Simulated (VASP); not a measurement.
A run of VASP 6.6.1:

File INCAR:

```
  PREC = Accurate
  ENCUT = 520
  EDIFF = 1E-7
  ISMEAR = 0
  SIGMA = 0.02
  LREAL = F
  LASPH = T
  NELM = 80
  ALGO = Normal
  ISIF = 2
  LWAVE = F
  LCHARG = F
  GGA = PS
  NBANDS = 16
```

KPOINTS

```
regular mesh
0
Gamma
  9 9 6
```

Contents of POSCAR:

```
C
1.0
    2.4987275326      0.0000000000      0.0000000000
   -1.2493637663      2.1639615204      0.0000000000
    0.0000000000      0.0000000000      4.1605888148
C
4
Direct
    0.3333333333      0.6666666667     -0.0002008250
    0.6666666667      0.3333333333      0.4997991750
    0.3333333333      0.6666666667      0.3742008250
    0.6666666667      0.3333333333      0.8742008250
```

Potentials or basis: VASP PAW PBE potentials, release 64 (C).

The run is started by

```console
$ cat potpaw_PBE.64/C/POTCAR > POTCAR
$ mpirun -np 1 vasp_std > vasp.out
```

Hardware: 1 thread of Intel Xeon 8259CL (shared host).

Task: Estimate the wall time of this run.

Result: Run time: 27 s on 1 thread of Intel Xeon 8259CL, with other jobs on the host, peak memory 0.13 GiB. Counts: scf iterations 12, k points 48.
